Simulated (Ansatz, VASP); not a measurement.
One calculation of Ta, two programs

Contents of INCAR:

```
  PREC = Accurate
  ENCUT = 600
  EDIFF = 1E-7
  ISMEAR = 0
  SIGMA = 0.1
  LREAL = False
  LASPH = True
  NELM = 60
  ALGO = Fast
  ISIF = 3
  LWAVE = False
  LCHARG = False
  GGA = PE
  IBRION = 2
  NSW = 100
  EDIFFG = -0.01
```

Contents of KPOINTS:

```
Automatic mesh
0
Gamma
  12 12 16
```

The input POSCAR:

```
Ta
1.0
    4.8524296187      0.0000000000      0.0000000000
   -2.4262148093      4.2023273199      0.0000000000
    0.0000000000      0.0000000000      2.7427942193
Ta
3
Direct
    0.0000000000      0.0000000000      0.0000000000
    0.3333333333      0.6666666667      0.5000000000
    0.6666666667      0.3333333333      0.5000000000
```

Input for Ansatz:

```yaml
crystal:
  lattice:
    - [4.8524296187, 0.0, 0.0]
    - [-2.4262148093, 4.2023273199, 0.0]
    - [0.0, 0.0, 2.7427942193]
  atoms:
    - { symbol: Ta, position: [0.0, 0.0, 0.0] }
    - { symbol: Ta, position: [0.3333333333, 0.6666666667, 0.5] }
    - { symbol: Ta, position: [0.6666666667, 0.3333333333, 0.5] }
basis:
  ecutwfc: 420
kpoints:
  mp_grid: { grid: [12, 12, 16] }
hamiltonian:
  xc: pbe
scf:
  occupations: { method: gaussian, width: 0.1 }
output:
  forces: true
  stress: true
  eigenvalues: true
relax:
  adjacent_minimum: "off"
  f_tol: 0.01
  max_steps: 80
  cell: { stress_tol: 0.05 }
```

Alike in both runs: task relaxation of cell and atoms; functional PBE; k mesh 12 × 12 × 16; occupations gaussian, width 0.1 eV; no spin polarisation.

|  | VASP | Ansatz |
| --- | --- | --- |
| version | VASP 6.6.1 | Ansatz 0.2.0 |
| potentials or method | VASP PAW PBE potentials, release 64 (Ta_pv), cutoff 600 eV | scalar-relativistic, plane waves, PAW |
| valence electrons in the cell | 33 | 39 |

```csv
,VASP,Ansatz,Ansatz less VASP
"gap on the k mesh at the Fermi level, each at its own relaxed structure (eV)",none,none,-
relaxed volume (Å³/atom),18.65,18.63,-0.013
relaxed length of the cell vector where the two differ most in proportion (Å),2.729,2.728,-0.0014
```

A gap of «none» marks a metal or a gap that the smearing closes. VASP's potentials hold 33 valence electrons a cell and Ansatz's 39, so a difference there can come from the potentials and not from the codes.

Spin-orbit coupling is off throughout.
